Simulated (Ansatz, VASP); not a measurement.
## RbBr: VASP beside Ansatz

INCAR

```
  PREC = Accurate
  ENCUT = 520
  EDIFF = 1E-6
  ISMEAR = 0
  SIGMA = 0.05
  LREAL = F
  LASPH = T
  NELM = 80
  ALGO = Normal
  ISIF = 2
  LWAVE = F
  LCHARG = T
  GGA = CA
  LELF = T
  LVHAR = T
  NBANDS = 15
```

The input KPOINTS:

```
regular mesh
0
Gamma
  6 6 6
```

POSCAR

```
RbBr
1.0
    0.0000000000      3.4275000000      3.7017000000
    3.4275000000      0.0000000000      3.7017000000
    3.4275000000      3.4275000000      0.0000000000
Rb Br
1 1
Direct
    0.0000000000      0.0000000000      0.0000000000
    0.5000000000      0.5000000000      0.5000000000
```

Input for Ansatz:

```yaml
crystal:
  lattice:
    - [0.0, 3.4275, 3.7017]
    - [3.4275, 0.0, 3.7017]
    - [3.4275, 3.4275, 0.0]
  atoms:
    - { symbol: Rb, position: [0.0, 0.0, 0.0] }
    - { symbol: Br, position: [0.5, 0.5, 0.5] }
basis:
  ecutwfc: 420
kpoints:
  mp_grid: { grid: [6, 6, 6] }
hamiltonian:
  xc: lda
scf:
  occupations: { method: gaussian, width: 0.05 }
output:
  forces: true
  stress: true
  eigenvalues: true
  write_density: true
  write_potential: true
  elf: true
  volumetric_format: npy
```

Change from the starting cell: strain +0.000 along x and y, +0.080 along z, atoms carried along.

Alike in both runs: task single point; functional LDA; k mesh 6 × 6 × 6; occupations gaussian, width 0.05 eV; no spin polarisation.

|  | VASP | Ansatz |
| --- | --- | --- |
| version | VASP 6.6.1 | Ansatz 0.2.0 |
| potentials or method | VASP PAW LDA potentials, release 64 (Rb_sv, Br), cutoff 520 eV | scalar-relativistic, plane waves, PAW |
| valence electrons in the cell | 16 | 16 |

VASP gave:

- gap on the k mesh at the Fermi level (eV): 3.76
- least direct gap on the mesh (eV): 3.76
- pressure (GPa): -1.7
- traceless stress, the component that is largest in VASP (GPa): -0.64

Problem. What did Ansatz give for the same quantities?

Solution. gap on the k mesh at the Fermi level (eV): 3.75; least direct gap on the mesh (eV): 3.75; pressure (GPa): -1.8; traceless stress, the component that is largest in VASP (GPa): -0.63.

LDA's correlation is that of Perdew and Zunger in VASP and of Perdew and Wang (1992) in Ansatz.
